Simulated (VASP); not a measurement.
Si6Ge: single point with PBE

Si6Ge:

```
CELL_PARAMETERS angstrom
2.59757 -2.46963 0.28595
2.59757 2.46963 0.28595
-1.23406 0.00000 8.93105
ATOMIC_POSITIONS crystal
Si 0.75340 0.24660 0.00000
Si 0.24660 0.75340 0.00000
Si 0.48798 0.99025 0.74591
Si 0.00975 0.51202 0.25409
Si 0.51202 0.00975 0.25409
Si 0.99025 0.48798 0.74591
Ge 0.50000 0.50000 0.50000
```

The cell was generated, and may not be a known phase.

| Property | Result |
| --- | --- |
| Program | VASP 6.6.1 |
| Task | single point |
| Functional | PBE |
| Potentials or basis | VASP PAW PBE potentials, release 64 (Si, Ge_d) |
| Cutoff | 520 eV |
| k mesh | 4 × 4 × 2 |
| Occupations | gaussian, width 0.2 eV |
| Spin | no spin polarisation |

```
Pressure               : -0.2 GPa
Largest force          : 0.048 eV/Å
Band gap on the k mesh : zero (bands 19 and 20 overlap by 3.76 eV)
```

Forces on the atoms (eV/Å):
```
Si   0.000  0.048  0.000
Si   0.000 -0.048  0.000
Si  -0.010  0.016  0.035
Si   0.010  0.016 -0.035
Si   0.010 -0.016 -0.035
Si  -0.010 -0.016  0.035
Ge   0.000  0.000  0.000
```

Stress tensor (GPa, compression positive):
```
 0.07  0.00 -0.05
 0.00 -0.01  0.00
-0.05  0.00 -0.52
```

Levels at points of the mesh, in eV from the Fermi level:
```
           k point  band 16  band 17  band 18  band 19  band 20  band 21
(0.00, 0.00, 0.00)    -2.08    -1.35     0.06     0.24     1.17     1.35
(0.50, 0.00, 0.00)    -0.82    -0.62    -0.06     0.31     0.36     0.37
(0.50, 0.50, 0.00)    -5.07    -3.67    -2.13    -1.15    -0.95    -0.82
(0.00, 0.00, 0.50)    -2.31    -2.15    -1.52     0.74     1.11     1.65
(0.50, 0.00, 0.50)    -0.68    -0.41    -0.04     0.08     0.63     0.70
(0.50, 0.50, 0.50)    -4.15    -4.09    -3.47    -3.07    -2.94     0.59
```

Wall time 31 s on 1 thread of AMD EPYC 7R13 Processor (Zen 3), on a shared host, peak memory 0.2 GiB.

Caveat: the k points lie up to 0.44 Å⁻¹ apart, too coarse for converged energies and pressures of a metal.
